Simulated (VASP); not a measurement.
# Ag (Im-3m) in VASP: a series of runs

Aim: see how the results for Ag move with the level of theory and the settings. Levels: PBEsol, PBE, BLYP+D3(BJ), LDA. Tasks: single point.

Program: VASP 6.6.1. These are calculated values, not measurements. Logs are shortened: lines on timing, memory, paths and dates and some standing lists are left out, and cuts for length are marked.

## Step 1: The cell of the first run

Symmetry: Im-3m, No. 229, cubic system. The conventional cell has a = 3.311 Å, b = 3.311 Å, c = 3.311 Å, α = 90.00°, β = 90.00°, γ = 90.00°. Ag (site symmetry m-3m) has 14 Ag at 2.87 to 3.31 Å within 3.8 Å.

## Step 2: Single point, PBEsol

The input, INCAR:

```
SYSTEM = Ag
ALGO = Fast ; EDIFF = 1E-7
ENCUT = 520 ; GGA = PS
ISIF = 2 ; ISMEAR = 0
LASPH = .TRUE. ; LCHARG = .FALSE.
LREAL = .FALSE. ; LWAVE = .FALSE.
NBANDS = 12 ; NELM = 80
PREC = Accurate ; SIGMA = 0.02
```

The input, KPOINTS:

```
k-points
0
G
  11 11 11
  0 0 0
```

The input, POSCAR:

```
Ag
1.0
   -1.6556540000      1.6556540000      1.6556540000
    1.6556540000     -1.6556540000      1.6556540000
    1.6556540000      1.6556540000     -1.6556540000
Ag
1
Direct
    0.0000000000      0.0000000000      0.0000000000
```

Potentials or basis: VASP PAW PBE potentials, release 64 (Ag).

On the command line:

```sh
$ cat potpaw_PBE.64/Ag/POTCAR > POTCAR
$ mpirun -np 1 vasp_std > vasp.out
```

OUTCAR:

```text
SYSTEM = Ag
   EDIFF = 1E-7
   ENCUT = 520
   GGA = PS
   ISIF = 2
   ISMEAR = 0
   LASPH = .TRUE.
   LREAL = .FALSE.
   NELM = 80
   PREC = Accurate

 ion  position               nearest neighbor table
   1  0.000  0.000  0.000-

  LATTYP: Found a body centered cubic cell.
 ALAT       =     3.3113080000

  Lattice vectors:

 A1 = (  -1.6556540000,   1.6556540000,   1.6556540000)
 A2 = (   1.6556540000,  -1.6556540000,   1.6556540000)
 A3 = (   1.6556540000,   1.6556540000,  -1.6556540000)

Analysis of symmetry for initial positions (statically):
=====================================================================
 Subroutine PRICEL returns:
 Original cell was already a primitive cell.

 Routine SETGRP: Setting up the symmetry group for a
 body centered cubic supercell.

 Subroutine GETGRP returns: Found 48 space group operations
[... 9 lines left out ...]

 Routine SETGRP: Setting up the symmetry group for a
 body centered cubic supercell.

 Subroutine GETGRP returns: Found 48 space group operations
[... 11 lines left out ...]
                                     Primitive cell

  volume of cell :      18.1538

  direct lattice vectors                    reciprocal lattice vectors
    -1.655654000  1.655654000  1.655654000     0.000000000  0.301995465  0.301995465
     1.655654000 -1.655654000  1.655654000     0.301995465  0.000000000  0.301995465
     1.655654000  1.655654000 -1.655654000     0.301995465  0.301995465  0.000000000

  length of vectors
     2.867676848  2.867676848  2.867676848     0.427086083  0.427086083  0.427086083

  position of ions in fractional coordinates (direct lattice)
     0.000000000  0.000000000  0.000000000

  ion indices of the primitive-cell ions
   primitive index   ion index
                 1           1

----------------------------------------------------------------------------------------

 KPOINTS: k-points

Automatic generation of k-mesh.
 Grid dimensions read from file:
 generate k-points for:   11   11   11

 Generating k-lattice:

  Cartesian coordinates                     Fractional coordinates (reciprocal lattice)
     0.000000000  0.027454133  0.027454133     0.090909091  0.000000000  0.000000000
     0.027454133  0.000000000  0.027454133     0.000000000  0.090909091  0.000000000
     0.027454133  0.027454133  0.000000000     0.000000000  0.000000000  0.090909091

  Length of vectors
     0.038826008  0.038826008  0.038826008

  Shift w.r.t. Gamma in fractional coordinates (k-lattice)
     0.000000000  0.000000000  0.000000000

 Subroutine IBZKPT returns following result:
 ===========================================

 Found     56 irreducible k-points:

 Following reciprocal coordinates:
            Coordinates               Weight
  0.000000  0.000000  0.000000      1.000000
  0.090909  0.000000  0.000000     12.000000
  0.181818  0.000000  0.000000     12.000000
  0.272727  0.000000  0.000000     12.000000
  0.363636  0.000000  0.000000     12.000000
  0.454545  0.000000  0.000000     12.000000
[... 16 lines left out ...]
  0.272727  0.181818  0.090909     48.000000
  0.363636  0.181818  0.090909     24.000000
 [... further k-points ...]
   k-points           NKPTS =     56   k-points in BZ     NKDIM =     56   number of bands    NBANDS=     12
   number of dos      NEDOS =    301   number of ions     NIONS =      1
   total plane-waves  NPLWV =  13824
   dimension x,y,z NGX =    24 NGY =   24 NGZ =   24
   dimension x,y,z NGXF=    48 NGYF=   48 NGZF=   48
   ions per type =               1
   NGX,Y,Z   is equivalent  to a cutoff of  13.91, 13.91, 13.91 a.u.
   NGXF,Y,Z  is equivalent  to a cutoff of  27.83, 27.83, 27.83 a.u.
 SYSTEM =  Ag
   PREC   = accura    normal or accurate (medium, high low for compatibility)
   ISTART =      0    job   : 0-new  1-cont  2-samecut
   ICHARG =      2    charge: 1-file 2-atom 10-const
   ISPIN  =      1    spin polarized calculation?
   LNONCOLLINEAR =      F non collinear calculations
   LSORBIT =      F    spin-orbit coupling
   LASPH  =      T    aspherical Exc in radial PAW
   ENCUT  =  520.0 eV  38.22 Ry    6.18 a.u.   5.33  5.33  5.33*2*pi/ulx,y,z
   NELM   =     80;   NELMIN=  2; NELMDL= -5     # of ELM steps
   EDIFF  = 0.1E-06   stopping-criterion for ELM
   LREAL  =      F    real-space projection
   EDIFFG = 0.1E-05   stopping-criterion for IOM
   NSW    =      0    number of steps for IOM
   IBRION =     -1    ionic relax: 0-MD 1-quasi-New 2-CG
   NFREE  =      0    steps in history (QN), initial steepest desc. (CG)
   ISIF   =      2    stress and relaxation
   ISYM   =      2    0-nonsym 1-usesym 2-fastsym
   POTIM  = 0.5000    time-step for ionic-motion
   TEBEG  =    0.0;   TEEND  =   0.0 temperature during run
   PSTRESS=    0.0 pullay stress
   NELECT =      11.0000    total number of electrons
   NUPDOWN=      -1.0000    fix difference up-down
   EMIN   =  10.00;   EMAX   =-10.00  energy-range for DOS
   EFERMI =   0.00;   METHOD = LEGACY
   ISMEAR =     0;   SIGMA  =   0.02  broadening in eV -4-tet -1-fermi 0-gaus
   EFERMI_NEDOS =   21; number of points for ismear=-14 and -15
   IALGO  =     68    algorithm
   IMIX   =      4    mixing-type and parameters
     AMIX     =   0.40;   BMIX     =  1.00
     AMIX_MAG =   1.60;   BMIX_MAG =  1.00
  volume/ion in A,a.u.               =      18.15       122.51
  Fermi-wavevector in a.u.,A,eV,Ry     =   1.385318  2.617871 26.111022  1.919106
  Thomas-Fermi vector in A             =   2.509739
   LORBIT       =      0    0 simple, 1 ext, 2 COOP (PROOUT), +10 PAW based schemes
   GGA     = PS    functional components
   LHFCALC =     F    Hartree Fock is set to
   AEXX    =    0.0000 exact exchange contribution
   IVDW    =     0    specifies the selected vdW correction
   LEPSILON=     F    determine dielectric tensor
   LRPA    =     F    only Hartree local field effects (RPA)
 non-spin polarized calculation
 RMM-DIIS sequential band-by-band and
 Gauss-broadening in eV      SIGMA  =   0.02
  energy-cutoff  :      520.00
  volume of cell :       18.15
 maximum number of plane-waves:       498
 NGX is ok and might be reduce to    24
   NGX = 11   NGY = 11   NGZ = 11

 number of electron      11.0000001 magnetization

 Free energy of the ion-electron system (eV)
  ---------------------------------------------------
  ext. energy  EPLUGINS =         0.00000000
  ---------------------------------------------------
  free energy    TOTEN  =        -3.24438515 eV

  energy without entropy =       -3.24398009  energy(sigma->0) =       -3.24418262

 E-fermi :   7.3306     XC(G=0): -12.0404

 val. band max:        7.3287393982   @ k =  -0.3636   0.4545   0.0909
 cond. band min:       7.5402271811   @ k =  -0.4545   0.4545   0.0909
 fundamental gap:      0.2114877829
 Fermi energy:         7.3306082946

 k-point     1 :       0.0000    0.0000    0.0000
  band No.  band energies     occupation
      1       0.0212      2.00000
      2       2.7363      2.00000
      3       2.7363      2.00000
      4       2.7363      2.00000
      5       3.9533      2.00000
      6       3.9533      2.00000
      7      25.1036      0.00000
      8      25.1036      0.00000
      9      25.1036      0.00000
     10      30.4570      0.00000
     11      30.4571      0.00000
     12      30.4594      0.00000

 k-point     2 :       0.0909    0.0000    0.0000
  band No.  band energies     occupation
      1       0.2784      2.00000
      2       2.6762      2.00000
      3       2.7469      2.00000
      4       2.8780      2.00000
      5       3.8911      2.00000
      6       3.9577      2.00000
      7      24.2960      0.00000
      8      24.9505      0.00000
      9      25.2515      0.00000
     10      28.4775      0.00000
     11      28.6248      0.00000
     12      28.9951      0.00000

 k-point     3 :       0.1818    0.0000    0.0000
  band No.  band energies     occupation
      1       0.9549      2.00000
      2       2.5188      2.00000
      3       2.8240      2.00000
      4       3.2765      2.00000
      5       3.7874      2.00000
      6       3.9728      2.00000
      7      21.5668      0.00000
      8      23.9049      0.00000
      9      25.6241      0.00000
     10      26.5643      0.00000
     11      27.3593      0.00000
     12      28.4452      0.00000

 k-point     4 :       0.2727    0.0000    0.0000
  band No.  band energies     occupation
      1       1.5124      2.00000
      2       2.3197      2.00000
      3       3.4360      2.00000
      4       3.7723      2.00000
      5       3.8452      2.00000
      6       4.0003      2.00000
      7      18.0117      0.00000
      8      22.3901      0.00000
      9      24.2464      0.00000
     10      26.0575      0.00000
     11      27.2256      0.00000
     12      29.8525      0.00000

 k-point     5 :       0.3636    0.0000    0.0000
  band No.  band energies     occupation
      1       1.5077      2.00000
      2       2.1434      2.00000
      3       3.8314      2.00000
      4       4.0333      2.00000
      5       4.4275      2.00000
      6       5.0435      2.00000
      7      14.5500      0.00000
      8      21.1895      0.00000
      9      22.4250      0.00000
     10      26.4017      0.00000
     11      27.4194      0.00000
     12      32.0685      0.00000
[... 228 lines left out ...]
      1       0.5304      2.00000
      2       2.7639      2.00000
      3       2.7639      2.00000
      4       2.8765      2.00000
      5       3.7440      2.00000
      6       4.0377      2.00000
      7      23.8352      0.00000
      8      25.0816      0.00000
      9      25.0816      0.00000
     10      26.2133      0.00000
     11      28.5834      0.00000
     12      28.5834      0.00000

 k-point    22 :       0.1818    0.1818    0.0909
  band No.  band energies     occupation
      1       2.0629      2.00000
      2       2.3026      2.00000
      3       2.7815      2.00000
      4       3.9026      2.00000
      5       4.0329      2.00000
      6       6.3433      2.00000
      7      16.6876      0.00000
      8      17.3610      0.00000
      9      19.3705      0.00000
     10      28.4451      0.00000
     11      32.1747      0.00000
     12      32.8410      0.00000

 k-point    23 :       0.2727    0.1818    0.0909
  band No.  band energies     occupation
      1       1.9629      2.00000
      2       2.2258      2.00000
      3       3.2040      2.00000
      4       3.9575      2.00000
      5       4.0844      2.00000
      6       8.2693      0.00000
      7      13.7380      0.00000
      8      16.2399      0.00000
      9      18.6484      0.00000
     10      29.1568      0.00000
     11      31.9866      0.00000
     12      33.2404      0.00000

 k-point    24 :       0.3636    0.1818    0.0909
  band No.  band energies     occupation
      1       1.9166      2.00000
      2       2.1884      2.00000
      3       3.3847      2.00000
      4       3.9921      2.00000
      5       4.1001      2.00000
      6      10.0636      0.00000
      7      11.5309      0.00000
      8      15.9052      0.00000
      9      18.3989      0.00000
     10      29.3765      0.00000
     11      31.8685      0.00000
     12      33.2526      0.00000

 [... further k-points ...]
[... 5 lines left out ...]
  --------------------------------------------------------------------------------------
  -------------------------------------------------------------------------------------
  Total       -0.8350980     -0.8350980     -0.8350980      0.0000000      0.0000000     -0.0000000
  in kB      -73.7019999    -73.7019999    -73.7019999      0.0000000      0.0000000     -0.0000000
  external PRESSURE =     -73.7019999 kB  Pullay stress =       0.0000000 kB

 VOLUME and BASIS-vectors are now :
 -----------------------------------------------------------------------------
  energy-cutoff  :      520.00
  volume of cell :       18.15
      direct lattice vectors                 reciprocal lattice vectors
    -1.655654000  1.655654000  1.655654000     0.000000000  0.301995465  0.301995465
     1.655654000 -1.655654000  1.655654000     0.301995465  0.000000000  0.301995465
     1.655654000  1.655654000 -1.655654000     0.301995465  0.301995465  0.000000000

 POSITION                                       TOTAL-FORCE (eV/Angst)
 -----------------------------------------------------------------------------------
      0.00000      0.00000      0.00000         0.000000     -0.000000      0.000000
 -----------------------------------------------------------------------------------
    total drift:                                0.000000      0.000000      0.000000

  FREE ENERGIE OF THE ION-ELECTRON SYSTEM (eV)
  ---------------------------------------------------
  free  energy   TOTEN  =        -3.2443851468 eV

  energy  without entropy=       -3.2439800886  energy(sigma->0) =       -3.24418262
```

It took 9.1 s on 1 thread of Intel Xeon Platinum 8259CL at 2.50GHz (Skylake/Cascade Lake), shared host; peak memory 0.14 GiB.

Results:

- Free energy: -3.2444 eV
- Pressure: -7.4 GPa

Caveat: the PAW data sets were made with another functional, which shifts forces and pressure a little.

## Step 3: Single point, PBE

The input, INCAR:

```
ALGO = Normal
EDIFF = 1E-7
ENCUT = 520
GGA = PE
ISIF = 2
ISMEAR = 0
LASPH = True
LCHARG = False
LREAL = False
LWAVE = False
NBANDS = 12
NELM = 60
PREC = Accurate
SIGMA = 0.02
```

The input, KPOINTS:

```
k-points
0
Gamma
  11 11 11
```

POSCAR is that of step 2.

Potentials or basis: VASP PAW PBE potentials, release 64 (Ag).

On the command line:

```sh
$ cat potpaw_PBE.64/Ag/POTCAR > POTCAR
$ mpirun -np 1 vasp_std > vasp.out
```

OUTCAR:

```text
EDIFF = 1E-7
   ENCUT = 520
   GGA = PE
   ISIF = 2
   ISMEAR = 0
   LASPH = True
   LREAL = False
   NELM = 60
   PREC = Accurate

 ion  position               nearest neighbor table
   1  0.000  0.000  0.000-

  LATTYP: Found a body centered cubic cell.
 ALAT       =     3.3113080000

  Lattice vectors:

 A1 = (  -1.6556540000,   1.6556540000,   1.6556540000)
 A2 = (   1.6556540000,  -1.6556540000,   1.6556540000)
 A3 = (   1.6556540000,   1.6556540000,  -1.6556540000)

[... 528 lines left out ...]
      2       2.3608      2.00000
      3       3.5546      2.00000
      4       4.1392      2.00000
      5       4.2459      2.00000
      6      10.2927      0.00000
      7      11.7615      0.00000
      8      16.1471      0.00000
      9      18.6395      0.00000
     10      29.6147      0.00000
     11      32.1084      0.00000
     12      33.4971      0.00000

 [... further k-points ...]
[... 5 lines left out ...]
  --------------------------------------------------------------------------------------
  -------------------------------------------------------------------------------------
  Total       -0.1013906     -0.1013906     -0.1013906      0.0000000      0.0000000      0.0000000
  in kB       -8.9482836     -8.9482836     -8.9482836      0.0000000      0.0000000      0.0000000
  external PRESSURE =      -8.9482836 kB  Pullay stress =       0.0000000 kB

 VOLUME and BASIS-vectors are now :
 -----------------------------------------------------------------------------
  energy-cutoff  :      520.00
  volume of cell :       18.15
      direct lattice vectors                 reciprocal lattice vectors
    -1.655654000  1.655654000  1.655654000     0.000000000  0.301995465  0.301995465
     1.655654000 -1.655654000  1.655654000     0.301995465  0.000000000  0.301995465
     1.655654000  1.655654000 -1.655654000     0.301995465  0.301995465  0.000000000

 POSITION                                       TOTAL-FORCE (eV/Angst)
 -----------------------------------------------------------------------------------
      0.00000      0.00000      0.00000         0.000000     -0.000000     -0.000000
 -----------------------------------------------------------------------------------
    total drift:                                0.000000      0.000000     -0.000000

  FREE ENERGIE OF THE ION-ELECTRON SYSTEM (eV)
  ---------------------------------------------------
  free  energy   TOTEN  =        -2.6932737247 eV

  energy  without entropy=       -2.6928699398  energy(sigma->0) =       -2.69307183
```

OSZICAR:

```text
N       E                     dE             d eps       ncg     rms          rms(c)
DAV:   1     0.536572433431E+02    0.53657E+02   -0.54221E+03  1352   0.825E+02
DAV:   2    -0.206138601986E+01   -0.55719E+02   -0.52912E+02  1536   0.195E+02
DAV:   3    -0.292042819899E+01   -0.85904E+00   -0.85848E+00  1556   0.254E+01
DAV:   4    -0.292306685673E+01   -0.26387E-02   -0.26386E-02  1520   0.148E+00
DAV:   5    -0.292308858690E+01   -0.21730E-04   -0.21730E-04  1528   0.120E-01    0.442E+00
DAV:   6    -0.270165601591E+01    0.22143E+00   -0.90878E-01  1472   0.842E+00    0.296E+00
DAV:   7    -0.269559826839E+01    0.60577E-02   -0.71822E-03  1504   0.805E-01    0.170E+00
DAV:   8    -0.269325998896E+01    0.23383E-02   -0.72942E-04  1504   0.215E-01    0.746E-02
DAV:   9    -0.269326847417E+01   -0.84852E-05   -0.96139E-06  1476   0.244E-02    0.221E-02
DAV:  10    -0.269327409890E+01   -0.56247E-05   -0.46047E-06  1528   0.206E-02    0.393E-03
DAV:  11    -0.269327378306E+01    0.31584E-06   -0.89916E-08  1184   0.252E-03    0.727E-04
DAV:  12    -0.269327372472E+01    0.58338E-07   -0.67677E-09   792   0.708E-04
   1 F= -.26932737E+01 E0= -.26930718E+01  d E =-.403785E-03
```

It took 8.5 s on 1 thread of Intel Xeon Platinum 8259CL at 2.50GHz (Skylake/Cascade Lake), shared host; peak memory 0.14 GiB.

Results:

* Free energy: -2.6933 eV
* Pressure: -0.9 GPa

Levels at points of the mesh, in eV from the Fermi level:
| k point | band 3 | band 4 | band 5 | band 6 | band 7 | band 8 | band 9 | band 10 |
| --- | --- | --- | --- | --- | --- | --- | --- | --- |
| (0.00, 0.00, 0.00) | -4.66 | -4.66 | -3.46 | -3.46 | 17.79 | 17.79 | 17.79 | 23.15 |

(Continued in part 2 of 2.)
